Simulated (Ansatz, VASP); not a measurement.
## Si4O: VASP beside Ansatz

```
CELL_PARAMETERS angstrom
3.83334 0.00000 0.00000
0.00000 3.83334 0.00000
0.00000 0.00000 21.20348
ATOMIC_POSITIONS crystal
Si 0.00000 0.50000 0.18865
Si 0.00000 0.00000 0.25257
Si 0.50000 0.00000 0.31919
Si 0.50000 0.50000 0.38218
O 0.75000 0.00000 0.50008
```

Alike in both runs: task single point; functional PBE; dispersion D3(BJ); k mesh 7 × 7 × 1; occupations gaussian, width 0.05 eV; collinear spin.

|  | VASP | Ansatz |
| --- | --- | --- |
| version | VASP 6.6.1 | Ansatz 0.2.0 |
| potentials or method | VASP PAW PBE potentials, release 64 (Si, O), cutoff 520 eV | scalar-relativistic, plane waves, PAW |
| valence electrons in the cell | 22 | 22 |

Ansatz gave:

| Property | Result |
| --- | --- |
| gap on the k mesh at the Fermi level (eV) | none |
| rms of the force components (eV/Å) | 0.209 |
| net moment per atom (μB) | 0.42 |
| size of the moment on the site where the two differ most (μB) | 1.75 |
| work function, face that differs most (eV) | 7.51 |

Which values does VASP return?

gap on the k mesh at the Fermi level (eV): none; rms of the force components (eV/Å): 0.248; net moment per atom (μB): 0.43; size of the moment on the site where the two differ most (μB): 1.43; work function, face that differs most (eV): 7.39.

Site moments also hang on the region over which each program counts them. Atom by atom the forces differ by 0.052 eV/Å (rms over components). A gap of «none» marks a metal or a gap that the smearing closes.
